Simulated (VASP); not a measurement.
# MgO in VASP: further runs

MgO is run at these levels: r2SCAN; tasks: single point.

All numbers are computed with VASP 6.6.1; they aren't measurements. Logs are shortened: lines on timing, memory, paths and dates and some standing lists are left out, and cuts for length are marked.

## 1. The cell of the first run

It takes space group Fm-3m (No. 225, cubic). Conventional cell: a = 4.204 Å, b = 4.204 Å, c = 4.204 Å, α = 90.00°, β = 90.00°, γ = 90.00°. Within 2.8 Å of Mg (site symmetry m-3m) lie 6 O at 2.10 Å. O (site symmetry m-3m) has 6 Mg at 2.10 Å within 2.8 Å.

## 2. Single point, r2SCAN

POSCAR reads:

```
MgO
1.0
    2.1021675162      2.1021675162      0.0000000000
   -2.1021675162      2.1021675162      0.0000000000
    0.0000000000      2.1021675162      2.1021675162
Mg O
1 1
Direct
    0.0000000000      0.0000000000      0.0000000000
    0.5000000000      0.5000000000      0.0000000000
```

INCAR.step1 reads:

```
PREC = Accurate
ENCUT = 520
ISMEAR = -1
SIGMA = 0.08
LREAL = F
LASPH = T
NELM = 60
NBANDS = 11
GGA = PE
ALGO = Normal
EDIFF = 1E-4
LWAVE = T
LCHARG = F
```

INCAR.step2 reads:

```
PREC = Accurate
ENCUT = 520
EDIFF = 1E-7
ISMEAR = -1
SIGMA = 0.08
LREAL = F
LASPH = T
NELM = 60
ALGO = Normal
ISIF = 2
LWAVE = F
LCHARG = T
METAGGA = R2SCAN
LMIXTAU = T
LELF = T
LVHAR = T
NBANDS = 11
ISTART = 1
```

KPOINTS reads:

```
regular mesh
0
Gamma
  14 14 14
```

Potentials or basis: VASP PAW PBE potentials, release 64 (Mg, O).

Started as:

```
$ cat potpaw_PBE.64/Mg/POTCAR potpaw_PBE.64/O/POTCAR > POTCAR
$ cp INCAR.step1 INCAR
$ mpirun -np 1 vasp_std > vasp.out
$ cp INCAR.step2 INCAR
$ mpirun -np 1 vasp_std > vasp.out
```

OUTCAR:

```text
PREC = Accurate
   ENCUT = 520
   EDIFF = 1E-7
   ISMEAR = -1
   LREAL = F
   LASPH = T
   NELM = 60
   ISIF = 2
   METAGGA = R2SCAN
   ISTART = 1

 ion  position               nearest neighbor table
   1  0.000  0.000  0.000-   2 2.10   2 2.10   2 2.10   2 2.10   2 2.10   2 2.10
   2  0.500  0.500  0.000-   1 2.10   1 2.10   1 2.10   1 2.10   1 2.10   1 2.10

  LATTYP: Found a face centered cubic cell.
 ALAT       =     4.2043350324

  Lattice vectors:

 A1 = (   0.0000000000,   2.1021675162,   2.1021675162)
 A2 = (   2.1021675162,   0.0000000000,   2.1021675162)
 A3 = (   2.1021675162,   2.1021675162,   0.0000000000)

Analysis of symmetry for initial positions (statically):
=====================================================================
 Subroutine PRICEL returns:
 Original cell was already a primitive cell.

 Routine SETGRP: Setting up the symmetry group for a
 face centered cubic supercell.

 Subroutine GETGRP returns: Found 48 space group operations
 (whereof 48 operations were pure point group operations)
 out of a pool of 48 trial point group operations.

The static configuration has the point symmetry O_h .

Analysis of symmetry for dynamics (positions and initial velocities):
=====================================================================
 Subroutine PRICEL returns:
 Original cell was already a primitive cell.

 Routine SETGRP: Setting up the symmetry group for a
 face centered cubic supercell.

 Subroutine GETGRP returns: Found 48 space group operations
 (whereof 48 operations were pure point group operations)
 out of a pool of 48 trial point group operations.

The dynamic configuration has the point symmetry O_h .

 Subroutine INISYM returns: Found 48 space group operations
 (whereof 48 operations are pure point group operations),
 and found     1 'primitive' translations

----------------------------------------------------------------------------------------

                                     Primitive cell

  volume of cell :      18.5794

  direct lattice vectors                    reciprocal lattice vectors
     2.102167516  2.102167516  0.000000000     0.237849741  0.237849741 -0.237849741
    -2.102167516  2.102167516  0.000000000    -0.237849741  0.237849741 -0.237849741
     0.000000000  2.102167516  2.102167516     0.000000000  0.000000000  0.475699483

  length of vectors
     2.972913812  2.972913812  2.972913812     0.411967837  0.411967837  0.475699483

  position of ions in fractional coordinates (direct lattice)
     0.000000000  0.000000000  0.000000000
     0.500000000  0.500000000  0.000000000

  ion indices of the primitive-cell ions
[... 79 lines left out ...]
   IBRION =     -1    ionic relax: 0-MD 1-quasi-New 2-CG
   NFREE  =      0    steps in history (QN), initial steepest desc. (CG)
   ISIF   =      2    stress and relaxation
   ISYM   =      2    0-nonsym 1-usesym 2-fastsym
   POTIM  = 0.5000    time-step for ionic-motion
   TEBEG  =    0.0;   TEEND  =   0.0 temperature during run
   PSTRESS=    0.0 pullay stress
   NELECT =       8.0000    total number of electrons
   NUPDOWN=      -1.0000    fix difference up-down
   EMIN   =  10.00;   EMAX   =-10.00  energy-range for DOS
   EFERMI =   0.00;   METHOD = LEGACY
   ISMEAR =    -1;   SIGMA  =   0.08  broadening in eV -4-tet -1-fermi 0-gaus
   EFERMI_NEDOS =   21; number of points for ismear=-14 and -15
   IALGO  =     38    algorithm
   IMIX   =      4    mixing-type and parameters
     AMIX     =   0.40;   BMIX     =  1.00
     AMIX_MAG =   1.60;   BMIX_MAG =  1.00
  volume/ion in A,a.u.               =       9.29        62.69
  Fermi-wavevector in a.u.,A,eV,Ry     =   1.236215  2.336109 20.792814  1.528229
  Thomas-Fermi vector in A             =   2.370833
   LORBIT       =      0    0 simple, 1 ext, 2 COOP (PROOUT), +10 PAW based schemes
   METAGGA = R2SCAN    functional components
   LHFCALC =     F    Hartree Fock is set to
   AEXX    =    0.0000 exact exchange contribution
   IVDW    =     0    specifies the selected vdW correction
   LEPSILON=     F    determine dielectric tensor
   LRPA    =     F    only Hartree local field effects (RPA)
 non-spin polarized calculation
  energy-cutoff  :      520.00
  volume of cell :       18.58
 maximum number of plane-waves:       531
 NGX is ok and might be reduce to    24
   NGX = 11   NGY = 11   NGZ = 11

 number of electron       8.0000004 magnetization

 Free energy of the ion-electron system (eV)
  ---------------------------------------------------
  ext. energy  EPLUGINS =         0.00000000
  ---------------------------------------------------
  free energy    TOTEN  =       -16.16110324 eV

  energy without entropy =      -16.16110324  energy(sigma->0) =      -16.16110324

 E-fermi :   4.3812     XC(G=0): -11.6233

 val. band max:        2.8163185116   @ k =   0.0000   0.0000   0.0000
 cond. band min:       8.4762388191   @ k =   0.0000   0.0000   0.0000
 fundamental gap:      5.6599203075
 Fermi energy:         4.3811537008

 k-point     1 :       0.0000    0.0000    0.0000
  band No.  band energies     occupation
      1     -15.4125      2.00000
      2       2.8163      2.00000
      3       2.8163      2.00000
      4       2.8163      2.00000
      5       8.4762      0.00000
      6      19.6822      0.00000
      7      19.6822      0.00000
      8      19.6822      0.00000
      9      23.8433      0.00000
     10      25.6170      0.00000
     11      25.6170      0.00000
[... 309 lines left out ...]
 k-point    24 :       0.2857    0.1429    0.0000
  band No.  band energies     occupation
      1     -14.3983      2.00000
      2      -0.7425      2.00000
      3       1.5651      2.00000
      4       2.2777      2.00000
      5      12.2980      0.00000
      6      15.9428      0.00000
      7      19.1630      0.00000
      8      21.2030      0.00000
      9      23.7406      0.00000
     10      25.7742      0.00000
     11      28.2401      0.00000

 [... further k-points ...]
[... 5 lines left out ...]
  --------------------------------------------------------------------------------------
  -------------------------------------------------------------------------------------
  Total       -0.1319546     -0.1319546     -0.1319546      0.0000000      0.0000000      0.0000000
  in kB      -11.3789775    -11.3789775    -11.3789775      0.0000000      0.0000000      0.0000000
  external PRESSURE =     -11.3789775 kB  Pullay stress =       0.0000000 kB

 VOLUME and BASIS-vectors are now :
 -----------------------------------------------------------------------------
  energy-cutoff  :      520.00
  volume of cell :       18.58
      direct lattice vectors                 reciprocal lattice vectors
     2.102167516  2.102167516  0.000000000     0.237849741  0.237849741 -0.237849741
    -2.102167516  2.102167516  0.000000000    -0.237849741  0.237849741 -0.237849741
     0.000000000  2.102167516  2.102167516     0.000000000  0.000000000  0.475699483

 POSITION                                       TOTAL-FORCE (eV/Angst)
 -----------------------------------------------------------------------------------
      0.00000      0.00000      0.00000         0.000000     -0.000000      0.000000
      0.00000      2.10217      0.00000        -0.000000      0.000000      0.000000
 -----------------------------------------------------------------------------------
    total drift:                                0.000000     -0.000000     -0.000000

  FREE ENERGIE OF THE ION-ELECTRON SYSTEM (eV)
  ---------------------------------------------------
  free  energy   TOTEN  =       -16.1611032446 eV

  energy  without entropy=      -16.1611032445  energy(sigma->0) =      -16.16110324
```

Run time: 2.1 min. Hardware: 1 thread of Intel Xeon 8259CL, shared host; peak memory 0.16 GiB.

Results:

```yaml
Free_energy: -16.1611 eV
Pressure: -1.1 GPa
Band_gap_on_the_k_mesh: 5.66 eV
```

Caveat: the PAW data sets were made with another functional, which shifts forces and pressure a little.

## 3. Single point, r2SCAN (in-plane strain +0.02, then relaxed in part)

POSCAR reads:

```
MgO
1.0
    2.1442108665      2.1442108665      0.0000000000
   -2.1442108665      2.1442108665      0.0000000000
    0.0000000000      2.1442108665      2.0779463653
Mg O
1 1
Direct
    0.0000000000      0.0000000000      0.0000000000
    0.5000000000      0.5000000000      0.0000000000
```

INCAR.step1 reads:

```
SYSTEM = MgO
PREC = Accurate
ENCUT = 520
ISMEAR = 0
SIGMA = 0.01
LREAL = .False.
LASPH = .True.
NELM = 100
NBANDS = 11
GGA = PE
ALGO = Normal
EDIFF = 1E-4
LWAVE = .True.
LCHARG = .False.
```

INCAR.step2 reads:

```
SYSTEM = MgO
PREC = Accurate
ENCUT = 520
EDIFF = 1E-6
ISMEAR = 0
SIGMA = 0.01
LREAL = .False.
LASPH = .True.
NELM = 100
ALGO = Normal
ISIF = 2
LWAVE = .False.
LCHARG = .True.
METAGGA = R2SCAN
LMIXTAU = .True.
LELF = .True.
LVHAR = .True.
NBANDS = 11
ISTART = 1
```

KPOINTS reads:

```
regular mesh
0
Gamma
  10 10 10
  0 0 0
```

Potentials or basis: VASP PAW PBE potentials, release 64 (Mg, O).

Started as:

```
$ cat potpaw_PBE.64/Mg/POTCAR potpaw_PBE.64/O/POTCAR > POTCAR
$ cp INCAR.step1 INCAR
$ mpirun -np 1 vasp_std > vasp.out
$ cp INCAR.step2 INCAR
$ mpirun -np 1 vasp_std > vasp.out
```

OUTCAR:

```text
SYSTEM = MgO
   PREC = Accurate
   ENCUT = 520
   EDIFF = 1E-6
   ISMEAR = 0
   LREAL = .False.
   LASPH = .True.
   NELM = 100
   ISIF = 2
   METAGGA = R2SCAN
   ISTART = 1

 ion  position               nearest neighbor table
   1  0.000  0.000  0.000-   2 2.08   2 2.08   2 2.14   2 2.14   2 2.14   2 2.14
   2  0.500  0.500  0.000-   1 2.08   1 2.08   1 2.14   1 2.14   1 2.14   1 2.14

  LATTYP: Found a body centered tetragonal cell.
 ALAT       =     3.0323720880
 C/A-ratio  =     1.3705088327

  Lattice vectors:

 A1 = (   2.1442108665,   0.0000000000,  -2.0779463653)
 A2 = (  -2.1442108665,   0.0000000000,  -2.0779463653)
 A3 = (   0.0000000000,   2.1442108665,   2.0779463653)

Analysis of symmetry for initial positions (statically):
=====================================================================
 Subroutine PRICEL returns:
 Original cell was already a primitive cell.

 Routine SETGRP: Setting up the symmetry group for a
 body centered tetragonal supercell.

 Subroutine GETGRP returns: Found 16 space group operations
 (whereof 16 operations were pure point group operations)
 out of a pool of 16 trial point group operations.

The static configuration has the point symmetry D_4h.

Analysis of symmetry for dynamics (positions and initial velocities):
=====================================================================
 Subroutine PRICEL returns:
 Original cell was already a primitive cell.

 Routine SETGRP: Setting up the symmetry group for a
 body centered tetragonal supercell.

 Subroutine GETGRP returns: Found 16 space group operations
 (whereof 16 operations were pure point group operations)
 out of a pool of 16 trial point group operations.

The dynamic configuration has the point symmetry D_4h.

 Subroutine INISYM returns: Found 16 space group operations
 (whereof 16 operations are pure point group operations),
 and found     1 'primitive' translations

----------------------------------------------------------------------------------------

                                     Primitive cell

  volume of cell :      19.1073

  direct lattice vectors                    reciprocal lattice vectors
     2.144210866  2.144210866  0.000000000     0.233186021  0.233186021 -0.240622188
    -2.144210866  2.144210866  0.000000000    -0.233186021  0.233186021 -0.240622188
     0.000000000  2.144210866  2.077946365     0.000000000  0.000000000  0.481244375

  length of vectors
     3.032372088  3.032372088  2.985883678     0.408228463  0.408228463  0.481244375

  position of ions in fractional coordinates (direct lattice)
     0.000000000  0.000000000  0.000000000
     0.500000000  0.500000000  0.000000000

  ion indices of the primitive-cell ions
   primitive index   ion index
                 1           1
                 2           2

----------------------------------------------------------------------------------------

 KPOINTS: regular mesh

Automatic generation of k-mesh.
 Grid dimensions read from file:
 generate k-points for:   10   10   10

 Generating k-lattice:

  Cartesian coordinates                     Fractional coordinates (reciprocal lattice)
     0.023318602  0.023318602 -0.024062219     0.100000000  0.000000000  0.000000000
    -0.023318602  0.023318602 -0.024062219     0.000000000  0.100000000  0.000000000
     0.000000000  0.000000000  0.048124438     0.000000000  0.000000000  0.100000000

  Length of vectors
     0.040822846  0.040822846  0.048124438

  Shift w.r.t. Gamma in fractional coordinates (k-lattice)
     0.000000000  0.000000000  0.000000000

 Subroutine IBZKPT returns following result:
 ===========================================

 Found    102 irreducible k-points:

 Following reciprocal coordinates:
            Coordinates               Weight
  0.000000  0.000000  0.000000      1.000000
  0.100000  0.000000  0.000000      8.000000
  0.200000  0.000000  0.000000      8.000000
  0.300000  0.000000 -0.000000      8.000000
  0.400000  0.000000  0.000000      8.000000
  0.500000  0.000000  0.000000      4.000000
[... 16 lines left out ...]
  0.300000  0.300000 -0.000000      8.000000
  0.400000  0.300000 -0.000000     16.000000
 [... further k-points ...]
   k-points           NKPTS =    102   k-points in BZ     NKDIM =    102   number of bands    NBANDS=     11
   number of dos      NEDOS =    301   number of ions     NIONS =      2
   total plane-waves  NPLWV =  13824
   dimension x,y,z NGX =    24 NGY =   24 NGZ =   24
   dimension x,y,z NGXF=    48 NGYF=   48 NGZF=   48
   ions per type =               1   1
   NGX,Y,Z   is equivalent  to a cutoff of  13.16, 13.16, 13.36 a.u.
   NGXF,Y,Z  is equivalent  to a cutoff of  26.32, 26.32, 26.73 a.u.
 SYSTEM =  MgO
   PREC   = accura    normal or accurate (medium, high low for compatibility)
   ISTART =      1    job   : 0-new  1-cont  2-samecut
   ICHARG =      0    charge: 1-file 2-atom 10-const
   ISPIN  =      1    spin polarized calculation?
   LNONCOLLINEAR =      F non collinear calculations
   LSORBIT =      F    spin-orbit coupling
   LASPH  =      T    aspherical Exc in radial PAW
   ENCUT  =  520.0 eV  38.22 Ry    6.18 a.u.   5.64  5.64  5.55*2*pi/ulx,y,z
   NELM   =    100;   NELMIN=  2; NELMDL=  0     # of ELM steps
   EDIFF  = 0.1E-05   stopping-criterion for ELM
   LREAL  =      F    real-space projection
   EDIFFG = 0.1E-04   stopping-criterion for IOM
   NSW    =      0    number of steps for IOM
   IBRION =     -1    ionic relax: 0-MD 1-quasi-New 2-CG
   NFREE  =      0    steps in history (QN), initial steepest desc. (CG)
   ISIF   =      2    stress and relaxation
   ISYM   =      2    0-nonsym 1-usesym 2-fastsym
   POTIM  = 0.5000    time-step for ionic-motion
   TEBEG  =    0.0;   TEEND  =   0.0 temperature during run
   PSTRESS=    0.0 pullay stress
   NELECT =       8.0000    total number of electrons
   NUPDOWN=      -1.0000    fix difference up-down
   EMIN   =  10.00;   EMAX   =-10.00  energy-range for DOS
   EFERMI =   0.00;   METHOD = LEGACY
   ISMEAR =     0;   SIGMA  =   0.01  broadening in eV -4-tet -1-fermi 0-gaus
   EFERMI_NEDOS =   21; number of points for ismear=-14 and -15
   IALGO  =     38    algorithm
   IMIX   =      4    mixing-type and parameters
     AMIX     =   0.40;   BMIX     =  1.00
     AMIX_MAG =   1.60;   BMIX_MAG =  1.00
  volume/ion in A,a.u.               =       9.55        64.47
  Fermi-wavevector in a.u.,A,eV,Ry     =   1.224724  2.314394 20.408058  1.499950
  Thomas-Fermi vector in A             =   2.359789
   LORBIT       =      0    0 simple, 1 ext, 2 COOP (PROOUT), +10 PAW based schemes
   METAGGA = R2SCAN    functional components
   LHFCALC =     F    Hartree Fock is set to
   AEXX    =    0.0000 exact exchange contribution
   IVDW    =     0    specifies the selected vdW correction
   LEPSILON=     F    determine dielectric tensor
   LRPA    =     F    only Hartree local field effects (RPA)
 non-spin polarized calculation
 Gauss-broadening in eV      SIGMA  =   0.01
  energy-cutoff  :      520.00
  volume of cell :       19.11
 maximum number of plane-waves:       532
   NGX = 11   NGY = 11   NGZ = 11

 number of electron       8.0000003 magnetization

 Free energy of the ion-electron system (eV)
  ---------------------------------------------------
  ext. energy  EPLUGINS =         0.00000000
  ---------------------------------------------------
  free energy    TOTEN  =       -16.14326565 eV

  energy without entropy =      -16.14326565  energy(sigma->0) =      -16.14326565

 E-fermi :   2.7531     XC(G=0): -11.4781

 val. band max:        2.6356806281   @ k =   0.0000   0.0000   0.0000
 cond. band min:       7.9840877560   @ k =   0.0000   0.0000   0.0000
 fundamental gap:      5.3484071279
 Fermi energy:         2.7530705154

 k-point     1 :       0.0000    0.0000    0.0000
  band No.  band energies     occupation
      1     -15.4776      2.00000
      2       2.5593      2.00000
      3       2.6357      2.00000
      4       2.6357      2.00000
      5       7.9841      0.00000
      6      19.2147      0.00000
      7      19.2147      0.00000
      8      19.5422      0.00000
      9      23.4066      0.00000
     10      24.6178      0.00000
     11      25.6828      0.00000
[... 309 lines left out ...]
 k-point    24 :       0.4000    0.3000   -0.0000
  band No.  band energies     occupation
      1     -14.0741      2.00000
      2      -0.8738      2.00000
      3      -0.0108      2.00000
      4       1.6068      2.00000
      5      13.6428      0.00000
      6      15.5668      0.00000
      7      16.0719      0.00000
      8      21.5066      0.00000
      9      22.2836      0.00000
     10      27.7302      0.00000
     11      31.0151      0.00000

 [... further k-points ...]
[... 5 lines left out ...]
  --------------------------------------------------------------------------------------
  -------------------------------------------------------------------------------------
  Total       -0.8631043     -0.8631043     -0.1366381      0.0000000      0.0000000     -0.0000000
  in kB      -72.3726622    -72.3726622    -11.4573244      0.0000000      0.0000000     -0.0000000
  external PRESSURE =     -52.0675496 kB  Pullay stress =       0.0000000 kB

 VOLUME and BASIS-vectors are now :
 -----------------------------------------------------------------------------
  energy-cutoff  :      520.00
  volume of cell :       19.11
      direct lattice vectors                 reciprocal lattice vectors
     2.144210866  2.144210866  0.000000000     0.233186021  0.233186021 -0.240622188
    -2.144210866  2.144210866  0.000000000    -0.233186021  0.233186021 -0.240622188
     0.000000000  2.144210866  2.077946365     0.000000000  0.000000000  0.481244375

 POSITION                                       TOTAL-FORCE (eV/Angst)
 -----------------------------------------------------------------------------------
      0.00000      0.00000      0.00000         0.000000      0.000000      0.000000
      0.00000      2.14421      0.00000        -0.000000     -0.000000      0.000000
 -----------------------------------------------------------------------------------
    total drift:                                0.000000     -0.000000     -0.000000

  FREE ENERGIE OF THE ION-ELECTRON SYSTEM (eV)
  ---------------------------------------------------
  free  energy   TOTEN  =       -16.1432656533 eV

  energy  without entropy=      -16.1432656533  energy(sigma->0) =      -16.14326565
```

It took 65 s on 1 thread of Intel Xeon 8259CL, shared host; peak memory 0.16 GiB.

Results:

- Free energy: -16.1433 eV
- Pressure: -5.2 GPa
- Band gap on the k mesh: 5.35 eV

Caveat: the cell differs from its parent crystal (in-plane strain +0.02, then relaxed in part); the cell stands under tension; the PAW data sets were made with another functional, which shifts forces and pressure a little.

(Part 1 of 2 ends here.)
